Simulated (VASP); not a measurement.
A run of VASP 6.6.1:

File INCAR:

```
SYSTEM = La
PREC = Accurate ; ENCUT = 520
EDIFF = 1E-6 ; ISMEAR = -1
SIGMA = 0.05 ; LREAL = .False.
LASPH = .True. ; NELM = 60
ALGO = Normal ; ISIF = 2
LWAVE = .False. ; LCHARG = .False.
GGA = PE ; NBANDS = 30
```

Contents of KPOINTS:

```
Automatic mesh
0
Gamma
  8 8 3
  0 0 0
```

File POSCAR:

```
La
1.0
    3.7949676150      0.0000000000      0.0000000000
   -1.8974838075      3.2865383612      0.0000000000
    0.0000000000      0.0000000000     12.2395255255
La
4
Direct
    0.6666666667      0.3333333333      0.2500000000
    0.3333333333      0.6666666667      0.7500000000
    0.0000000000      0.0000000000      0.5000000000
    0.0000000000      0.0000000000      0.0000000000
```

Potentials or basis: VASP PAW PBE potentials, release 64 (La).

The run is started by

```sh
$ cat potpaw_PBE.64/La/POTCAR > POTCAR
$ mpirun -np 1 vasp_std > vasp.out
```

Hardware: 1 thread of Intel(R) Xeon(R) 6975P-C (Granite Rapids) (shared host).

**Question.** Estimate the wall time of this run.

**Answer.** It took 61 s on 1 thread of Intel(R) Xeon(R) 6975P-C (Granite Rapids) (shared host), peak memory 0.28 GiB. Counts: scf iterations 14, k points 20.
